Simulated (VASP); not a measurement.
# Fe (Im-3m) in VASP: a series of runs

Fe is run at these levels: PBEsol; tasks: single point, relaxation of cell and atoms.

All numbers are computed with VASP 6.6.1; they aren't measurements. Logs are shortened: lines on timing, memory, paths and dates and some standing lists are left out, and cuts for length are marked.

## Step 1: The cell of the first run

Symmetry: Im-3m, No. 229, cubic system. The conventional cell has a = 2.840 Å, b = 2.840 Å, c = 2.840 Å, α = 90.00°, β = 90.00°, γ = 90.00°. Fe (site symmetry m-3m) has 14 Fe at 2.46 to 2.84 Å within 3.2 Å.

## Step 2: Single point, PBEsol, collinear spin, ferromagnetic start (volume scaled by 1.06)

The input, INCAR:

```
  ALGO = Normal
  EDIFF = 1E-6
  ENCUT = 520
  GGA = PS
  ISIF = 2
  ISMEAR = 0
  ISPIN = 2
  LASPH = True
  LCHARG = True
  LELF = True
  LMAXMIX = 4
  LORBIT = 11
  LREAL = False
  LVHAR = True
  LWAVE = False
  MAGMOM = 2.32
  NBANDS = 14
  NELM = 150
  PREC = Accurate
  SIGMA = 0.1
```

The input, KPOINTS:

```
k-points
0
Gamma
  20 20 20
```

The input, POSCAR:

```
Fe
1.0
   -1.4202220076      1.4202220076      1.4202220076
    1.4202220076     -1.4202220076      1.4202220076
    1.4202220076      1.4202220076     -1.4202220076
Fe
1
Direct
    0.0000000000      0.0000000000      0.0000000000
```

Potentials or basis: VASP PAW PBE potentials, release 64 (Fe).

Started as:

```console
cat potpaw_PBE.64/Fe/POTCAR > POTCAR
mpirun -np 1 vasp_std > vasp.out
```

OUTCAR:

```text
EDIFF = 1E-6
   ENCUT = 520
   GGA = PS
   ISIF = 2
   ISMEAR = 0
   ISPIN = 2
   LASPH = True
   LORBIT = 11
   LREAL = False
   NELM = 150
   PREC = Accurate

 ion  position               nearest neighbor table
   1  0.000  0.000  0.000-

  LATTYP: Found a body centered cubic cell.
 ALAT       =     2.8404440152

  Lattice vectors:

 A1 = (  -1.4202220076,   1.4202220076,   1.4202220076)
 A2 = (   1.4202220076,  -1.4202220076,   1.4202220076)
 A3 = (   1.4202220076,   1.4202220076,  -1.4202220076)

Analysis of symmetry for initial positions (statically):
=====================================================================
 Subroutine PRICEL returns:
 Original cell was already a primitive cell.

 Routine SETGRP: Setting up the symmetry group for a
 body centered cubic supercell.

 Subroutine GETGRP returns: Found 48 space group operations
 (whereof 48 operations were pure point group operations)
 out of a pool of 48 trial point group operations.

The static configuration has the point symmetry O_h .

Analysis of symmetry for dynamics (positions and initial velocities):
=====================================================================
 Subroutine PRICEL returns:
 Original cell was already a primitive cell.

 Routine SETGRP: Setting up the symmetry group for a
 body centered cubic supercell.

 Subroutine GETGRP returns: Found 48 space group operations
 (whereof 48 operations were pure point group operations)
 out of a pool of 48 trial point group operations.

The dynamic configuration has the point symmetry O_h .

Analysis of structural, dynamic, and magnetic symmetry:
=====================================================================
 Subroutine PRICEL returns:
 Original cell was already a primitive cell.

 Routine SETGRP: Setting up the symmetry group for a
 body centered cubic supercell.

 Subroutine GETGRP returns: Found 48 space group operations
 (whereof 48 operations were pure point group operations)
 out of a pool of 48 trial point group operations.

The overall configuration has the point symmetry O_h .

 Subroutine INISYM returns: Found 48 space group operations
 (whereof 48 operations are pure point group operations),
 and found     1 'primitive' translations

----------------------------------------------------------------------------------------

                                     Primitive cell

  volume of cell :      11.4585

  direct lattice vectors                    reciprocal lattice vectors
    -1.420222008  1.420222008  1.420222008     0.000000000  0.352057634  0.352057634
     1.420222008 -1.420222008  1.420222008     0.352057634  0.000000000  0.352057634
     1.420222008  1.420222008 -1.420222008     0.352057634  0.352057634  0.000000000

  length of vectors
     2.459896675  2.459896675  2.459896675     0.497884681  0.497884681  0.497884681

  position of ions in fractional coordinates (direct lattice)
     0.000000000  0.000000000  0.000000000

  ion indices of the primitive-cell ions
   primitive index   ion index
                 1           1

----------------------------------------------------------------------------------------

 KPOINTS: k-points

Automatic generation of k-mesh.
 Grid dimensions read from file:
 generate k-points for:   20   20   20

 Generating k-lattice:

  Cartesian coordinates                     Fractional coordinates (reciprocal lattice)
     0.000000000  0.017602882  0.017602882     0.050000000  0.000000000  0.000000000
     0.017602882  0.000000000  0.017602882     0.000000000  0.050000000  0.000000000
     0.017602882  0.017602882  0.000000000     0.000000000  0.000000000  0.050000000

  Length of vectors
     0.024894234  0.024894234  0.024894234

  Shift w.r.t. Gamma in fractional coordinates (k-lattice)
     0.000000000  0.000000000  0.000000000

 Subroutine IBZKPT returns following result:
 ===========================================

 Found    256 irreducible k-points:

 Following reciprocal coordinates:
            Coordinates               Weight
  0.000000  0.000000  0.000000      1.000000
  0.050000  0.000000  0.000000     12.000000
  0.100000  0.000000  0.000000     12.000000
  0.150000  0.000000  0.000000     12.000000
  0.200000  0.000000  0.000000     12.000000
  0.250000  0.000000  0.000000     12.000000
[... 16 lines left out ...]
  0.200000  0.100000 -0.000000     48.000000
  0.250000  0.100000 -0.000000     48.000000
 [... further k-points ...]
   k-points           NKPTS =    256   k-points in BZ     NKDIM =    256   number of bands    NBANDS=     14
   number of dos      NEDOS =    301   number of ions     NIONS =      1
   total plane-waves  NPLWV =   5832
   dimension x,y,z NGX =    18 NGY =   18 NGZ =   18
   dimension x,y,z NGXF=    36 NGYF=   36 NGZF=   36
   ions per type =               1
   NGX,Y,Z   is equivalent  to a cutoff of  12.16, 12.16, 12.16 a.u.
   NGXF,Y,Z  is equivalent  to a cutoff of  24.33, 24.33, 24.33 a.u.
 SYSTEM =  unknown system
   PREC   = accura    normal or accurate (medium, high low for compatibility)
   ISTART =      0    job   : 0-new  1-cont  2-samecut
   ICHARG =      2    charge: 1-file 2-atom 10-const
   ISPIN  =      2    spin polarized calculation?
   LNONCOLLINEAR =      F non collinear calculations
   LSORBIT =      F    spin-orbit coupling
   LASPH  =      T    aspherical Exc in radial PAW
   ENCUT  =  520.0 eV  38.22 Ry    6.18 a.u.   4.57  4.57  4.57*2*pi/ulx,y,z
   NELM   =    150;   NELMIN=  2; NELMDL= -5     # of ELM steps
   EDIFF  = 0.1E-05   stopping-criterion for ELM
   LREAL  =      F    real-space projection
   EDIFFG = 0.1E-04   stopping-criterion for IOM
   NSW    =      0    number of steps for IOM
   IBRION =     -1    ionic relax: 0-MD 1-quasi-New 2-CG
   NFREE  =      0    steps in history (QN), initial steepest desc. (CG)
   ISIF   =      2    stress and relaxation
   ISYM   =      2    0-nonsym 1-usesym 2-fastsym
   POTIM  = 0.5000    time-step for ionic-motion
   TEBEG  =    0.0;   TEEND  =   0.0 temperature during run
   PSTRESS=    0.0 pullay stress
   NELECT =       8.0000    total number of electrons
   NUPDOWN=      -1.0000    fix difference up-down
   EMIN   =  10.00;   EMAX   =-10.00  energy-range for DOS
   EFERMI =   0.00;   METHOD = LEGACY
   ISMEAR =     0;   SIGMA  =   0.10  broadening in eV -4-tet -1-fermi 0-gaus
   EFERMI_NEDOS =   21; number of points for ismear=-14 and -15
   IALGO  =     38    algorithm
   IMIX   =      4    mixing-type and parameters
     AMIX     =   0.40;   BMIX     =  1.00
     AMIX_MAG =   1.60;   BMIX_MAG =  1.00
  volume/ion in A,a.u.               =      11.46        77.33
  Fermi-wavevector in a.u.,A,eV,Ry     =   1.452319  2.744484 28.697810  2.109230
  Thomas-Fermi vector in A             =   2.569714
   LORBIT       =     11    0 simple, 1 ext, 2 COOP (PROOUT), +10 PAW based schemes
   GGA     = PS    functional components
   LHFCALC =     F    Hartree Fock is set to
   AEXX    =    0.0000 exact exchange contribution
   IVDW    =     0    specifies the selected vdW correction
   LEPSILON=     F    determine dielectric tensor
   LRPA    =     F    only Hartree local field effects (RPA)
 spin polarized calculation
 Gauss-broadening in eV      SIGMA  =   0.10
  energy-cutoff  :      520.00
  volume of cell :       11.46
 maximum number of plane-waves:       321
   NGX =  9   NGY =  9   NGZ =  9

 number of electron       8.0000008 magnetization       2.2184797

 Free energy of the ion-electron system (eV)
  ---------------------------------------------------
  ext. energy  EPLUGINS =         0.00000000
  ---------------------------------------------------
  free energy    TOTEN  =        -8.89821127 eV

  energy without entropy =       -8.89312229  energy(sigma->0) =       -8.89566678

 E-fermi :   5.5745     XC(G=0): -13.2286

 val. band max:        5.5682731298   @ k =  -0.4000   0.5000   0.3000
 cond. band min:       5.5759303429   @ k =   0.4000   0.0500   0.0500
 fundamental gap:      0.0076572131
 Fermi energy:         5.5744740424

 spin component 1

 k-point     1 :       0.0000    0.0000    0.0000
  band No.  band energies     occupation
      1      -2.8905      1.00000
      2       3.2700      1.00000
      3       3.2700      1.00000
      4       3.2700      1.00000
      5       4.5217      1.00000
      6       4.5217      1.00000
      7      30.4244      0.00000
      8      30.4244      0.00000
      9      30.4244      0.00000
     10      35.4727      0.00000
     11      35.4727      0.00000
     12      37.6884      0.00000
     13      37.6884      0.00000
     14      37.6884      0.00000

 k-point     2 :       0.0500    0.0000    0.0000
  band No.  band energies     occupation
      1      -2.7873      1.00000
      2       3.2418      1.00000
      3       3.2683      1.00000
      4       3.3255      1.00000
      5       4.4928      1.00000
      6       4.5239      1.00000
      7      29.7134      0.00000
      8      30.2755      0.00000
      9      30.3452      0.00000
     10      34.9751      0.00000
     11      35.7422      0.00000
     12      36.0302      0.00000
     13      36.3729      0.00000
     14      37.9697      0.00000
[... 343 lines left out ...]
      1      -0.3812      1.00000
      2       2.7214      1.00000
      3       2.9338      1.00000
      4       4.2645      1.00000
      5       4.6547      1.00000
      6       4.7779      1.00000
      7      21.3847      0.00000
      8      24.4215      0.00000
      9      28.1168      0.00000
     10      30.6434      0.00000
     11      34.7749      0.00000
     12      35.8205      0.00000
     13      41.3066      0.00000
     14      41.8765      0.00000

 k-point    24 :       0.2500    0.1000   -0.0000
  band No.  band energies     occupation
      1       0.2670      1.00000
      2       2.5592      1.00000
      3       3.0091      1.00000
      4       4.3377      1.00000
      5       4.7144      1.00000
      6       5.2678      0.99999
      7      19.1092      0.00000
      8      23.5735      0.00000
      9      27.0015      0.00000
     10      30.4779      0.00000
     11      34.8376      0.00000
     12      36.3272      0.00000
     13      42.0038      0.00000
     14      44.0464      0.00000

 [... further k-points ...]

 spin component 2

 k-point     1 :       0.0000    0.0000    0.0000
  band No.  band energies     occupation
      1      -2.6325      1.00000
      2       5.2299      1.00000
      3       5.2299      1.00000
      4       5.2299      1.00000
      5       7.1808      0.00000
      6       7.1809      0.00000
      7      30.3247      0.00000
      8      30.3247      0.00000
      9      30.3247      0.00000
     10      35.7678      0.00000
     11      35.7678      0.00000
     12      38.4328      0.00000
     13      38.4328      0.00000
     14      38.4328      0.00000

 k-point     2 :       0.0500    0.0000    0.0000
  band No.  band energies     occupation
      1      -2.5288      1.00000
      2       5.1959      1.00000
      3       5.2243      1.00000
      4       5.2902      0.99997
      5       7.1434      0.00000
      6       7.1834      0.00000
      7      29.7223      0.00000
      8      30.2060      0.00000
      9      30.2854      0.00000
     10      35.3526      0.00000
     11      36.1413      0.00000
     12      36.9134      0.00000
     13      37.1117      0.00000
     14      38.6801      0.00000
[... 343 lines left out ...]
      1      -0.0242      1.00000
      2       4.5655      1.00000
      3       4.7409      1.00000
      4       6.7485      0.00000
      5       6.8136      0.00000
      6       7.3541      0.00000
      7      22.0912      0.00000
      8      24.9108      0.00000
      9      28.7724      0.00000
     10      30.9046      0.00000
     11      35.2527      0.00000
     12      36.3259      0.00000
     13      41.6481      0.00000
     14      42.4311      0.00000

 k-point    24 :       0.2500    0.1000   -0.0000
  band No.  band energies     occupation
      1       0.7755      1.00000
      2       4.3732      1.00000
      3       4.6618      1.00000
      4       6.8011      0.00000
      5       7.2643      0.00000
      6       7.4493      0.00000
      7      19.9389      0.00000
      8      24.0683      0.00000
      9      27.6157      0.00000
     10      30.8294      0.00000
     11      35.4051      0.00000
     12      36.7396      0.00000
     13      42.3175      0.00000
     14      44.5638      0.00000

 [... further k-points ...]
[... 5 lines left out ...]
  --------------------------------------------------------------------------------------
  -------------------------------------------------------------------------------------
  Total       -0.7544799     -0.7544799     -0.7544799      0.0000000      0.0000000     -0.0000000
  in kB     -105.4944382   -105.4944382   -105.4944382      0.0000000      0.0000000     -0.0000000
  external PRESSURE =    -105.4944382 kB  Pullay stress =       0.0000000 kB

 VOLUME and BASIS-vectors are now :
 -----------------------------------------------------------------------------
  energy-cutoff  :      520.00
  volume of cell :       11.46
      direct lattice vectors                 reciprocal lattice vectors
    -1.420222008  1.420222008  1.420222008     0.000000000  0.352057634  0.352057634
     1.420222008 -1.420222008  1.420222008     0.352057634  0.000000000  0.352057634
     1.420222008  1.420222008 -1.420222008     0.352057634  0.352057634  0.000000000

 POSITION                                       TOTAL-FORCE (eV/Angst)
 -----------------------------------------------------------------------------------
      0.00000      0.00000      0.00000        -0.000000      0.000000     -0.000000
 -----------------------------------------------------------------------------------
    total drift:                                0.000000      0.000000      0.000000

  FREE ENERGIE OF THE ION-ELECTRON SYSTEM (eV)
  ---------------------------------------------------
  free  energy   TOTEN  =        -8.8982112742 eV

  energy  without entropy=       -8.8931222902  energy(sigma->0) =       -8.89566678

 total charge

# of ion       s       p       d       tot
------------------------------------------
    1        0.486   0.537   6.231   7.254

 magnetization (x)

# of ion       s       p       d       tot
------------------------------------------
    1       -0.013  -0.050   2.272   2.208
```

Wall time 46 s (1 thread of Intel Xeon 6975P-C, shared host); peak memory 0.17 GiB.

Results:

```
Free energy                                           : -8.8982 eV
Pressure                                              : -10.5 GPa
Net moment                                            : 2.22 μB per cell
Site moments                                          : Fe +2.21 μB
Valence electrons inside the program's atomic spheres : Fe 7.25
```

Caveat: the cell differs from its parent crystal (volume scaled by 1.06); the PAW data sets were made with another functional, which shifts forces and pressure a little.

## Step 3: Relaxation of cell and atoms, PBEsol, collinear spin, ferromagnetic start

This run uses another cell than the first one, of 10.85 Å³/atom, 0.947 times its volume.

The input, INCAR:

```
SYSTEM = Fe
PREC = Accurate ; ENCUT = 600
EDIFF = 1E-7 ; ISMEAR = 0
SIGMA = 0.1 ; LREAL = .FALSE.
LASPH = .TRUE. ; NELM = 150
ALGO = Fast ; ISIF = 3
LWAVE = .FALSE. ; LCHARG = .FALSE.
ISPIN = 2 ; MAGMOM = 2.37
LORBIT = 11 ; LMAXMIX = 4
GGA = PS ; IBRION = 2
NSW = 100 ; EDIFFG = -0.005
```

The input, KPOINTS:

```
Automatic mesh
0
G
  20 20 20
  0 0 0
```

The input, POSCAR:

```
Fe
1.0
   -1.3944553030      1.3944553030      1.3944553030
    1.3944553030     -1.3944553030      1.3944553030
    1.3944553030      1.3944553030     -1.3944553030
Fe
1
Direct
    0.0000000000      0.0000000000      0.0000000000
```

Potentials or basis: VASP PAW PBE potentials, release 64 (Fe).

Started as:

```console
cat potpaw_PBE.64/Fe/POTCAR > POTCAR
mpirun -np 1 vasp_std > vasp.out
```

It took 90 s on 1 thread of Intel Xeon 6975P-C, shared host; peak memory 0.18 GiB.

Results (log left out):

```yaml
Free_energy: -8.9211 eV
Relaxed_volume: 10.80 Å³/atom
Relaxed_cell: a = 2.412 Å, b = 2.412 Å, c = 2.412 Å, α = 109.47°, β = 109.47°, γ = 109.47°
Space_group_after_relaxing_to_0.05_Å: Im-3m (No. 229)
Energy_gained_by_relaxing: 0.1 meV/atom
Ionic_steps: 3
Pressure_after_relaxing: 0.0 GPa
Net_moment: 2.09 μB per cell
Site_moments: Fe +2.07 μB
Valence_electrons_inside_the_program's_atomic_spheres: Fe 7.38
```

Step by step:
| step | energy change (eV) | largest force (eV/Å) | pressure (GPa) | volume (Å³) |
| --- | --- | --- | --- | --- |
| 1 | 0.0000 | 0.0000 | -0.91 | 10.85 |
| 2 | 0.0000 | 0.0000 | 1.12 | 10.75 |
| 3 | -0.0001 | 0.0000 | 0.04 | 10.80 |

Final structure:
```xyz
1
Lattice="-1.3925 1.3925 1.3925 1.3925 -1.3925 1.3925 1.3925 1.3925 -1.3925" Properties=species:S:1:pos:R:3 pbc="T T T"
Fe    0.0000    0.0000    0.0000
```

Levels at points of the mesh, in eV from the Fermi level:
Spin up:
```
           k point  band 1  band 2  band 3  band 4  band 5  band 6  band 7  band 8  band 9
(0.00, 0.00, 0.00)   -8.84   -2.42   -2.42   -2.42   -1.06   -1.06   25.41   25.41   25.41
(0.50, 0.00, 0.00)   -5.24   -3.60   -0.99   -0.84    0.41    0.51    7.78   18.70   20.93
(0.50, 0.50, 0.50)   -5.17   -5.17    0.21    0.21    0.21   10.19   10.19   10.19   16.13
```
Spin down:
| k point | band 1 | band 2 | band 3 | band 4 | band 5 | band 6 | band 7 |
| --- | --- | --- | --- | --- | --- | --- | --- |
| (0.00, 0.00, 0.00) | -8.57 | -0.60 | -0.60 | -0.60 | 1.51 | 1.51 | 25.34 |
| (0.50, 0.00, 0.00) | -4.00 | -1.97 | 0.64 | 1.38 | 1.79 | 2.62 | 9.13 |
| (0.50, 0.50, 0.50) | -3.46 | -3.46 | 2.29 | 2.29 | 2.29 | 10.55 | 10.55 |

Caveat: the PAW data sets were made with another functional, which shifts forces and pressure a little.

## Step 4: Single point, PBEsol, collinear spin, ferromagnetic start

This run uses another cell than the first one, of 12.02 Å³/atom, 1.049 times its volume.

The input, INCAR:

```
SYSTEM = Fe
ALGO = Normal
EDIFF = 1E-6
ENCUT = 600
GGA = PS
GGA_COMPAT = .False.
ISIF = 2
ISMEAR = 0
ISPIN = 2
LASPH = .True.
LCHARG = .True.
LELF = .True.
LMAXMIX = 4
LORBIT = 11
LREAL = .False.
LVHAR = .True.
LWAVE = .False.
MAGMOM = 4
NBANDS = 14
NELM = 200
PREC = Accurate
SIGMA = 0.1
```

The input, KPOINTS:

```
k-points
0
Gamma
  8 8 8
  0 0 0
```

The input, POSCAR:

```
Fe
1.0
   -1.4430000000      1.4430000000      1.4430000000
    1.4430000000     -1.4430000000      1.4430000000
    1.4430000000      1.4430000000     -1.4430000000
Fe
1
Direct
    0.0000000000      0.0000000000      0.0000000000
```

Started as:

```console
cat potpaw_PBE.64/Fe/POTCAR > POTCAR
mpirun -np 1 vasp_std > vasp.out
```

It took 25 s on 1 thread of AMD EPYC 7R13, shared host; peak memory 0.1 GiB.

Results (log left out):

| Quantity | Value |
| --- | --- |
| Free energy | -8.8416 eV |
| Pressure | -16.2 GPa |
| Net moment | 2.36 μB per cell |
| Site moments | Fe +2.36 μB |
| Valence electrons inside the program's atomic spheres | Fe 7.16 |

Levels at points of the mesh, in eV from the Fermi level:
Spin up:
```csv
k point,band 3,band 4,band 5,band 6,band 7,band 8
"(0.00, 0.00, 0.00)",-2.22,-2.22,-1.02,-1.02,24.44,24.44
"(0.50, 0.00, 0.00)",-0.99,-0.85,0.26,0.51,6.85,17.87
"(0.50, 0.50, 0.50)",0.01,0.01,0.01,9.50,9.50,9.50
```
Spin down:
| k point | band 1 | band 2 | band 3 | band 4 | band 5 | band 6 | band 7 |
| --- | --- | --- | --- | --- | --- | --- | --- |
| (0.00, 0.00, 0.00) | -7.90 | -0.07 | -0.07 | -0.07 | 1.72 | 1.72 | 24.30 |
| (0.50, 0.00, 0.00) | -3.24 | -1.28 | 0.69 | 1.62 | 1.96 | 2.74 | 8.35 |
| (0.50, 0.50, 0.50) | -2.64 | -2.64 | 2.45 | 2.45 | 2.45 | 9.86 | 9.86 |

Caveat: the k points lie up to 0.38 Å⁻¹ apart; the PAW data sets were made with another functional, which shifts forces and pressure a little.

## Step 5: Overview

| task | cell | k mesh | cutoff (eV) | gap on the mesh (eV) | pressure (GPa) | moment (μB) |
| --- | --- | --- | --- | --- | --- | --- |
| single point | a = 2.460 Å, angles 109.5°, 1 atom | 20 × 20 × 20 | 520 | none | -10.5 | 2.22 |
| relaxation of cell and atoms | relaxed from a = 2.415 Å, angles 109.5°, 1 atom | 20 × 20 × 20 | 600 | none | 0.0 | 2.09 |
| single point | a = 2.499 Å, angles 109.5°, 1 atom | 8 × 8 × 8 | 600 | none | -16.2 | 2.36 |

Alike in all rows: level PBEsol; potentials or basis VASP PAW PBE potentials, release 64 (Fe); spin collinear, ferromagnetic start; smearing gaussian 0.1 eV.

Caveats: some runs use coarse meshes; the PAW data sets were made with another functional, which shifts forces and pressure a little.

Absolute energies hang on the potentials; compare differences alone.
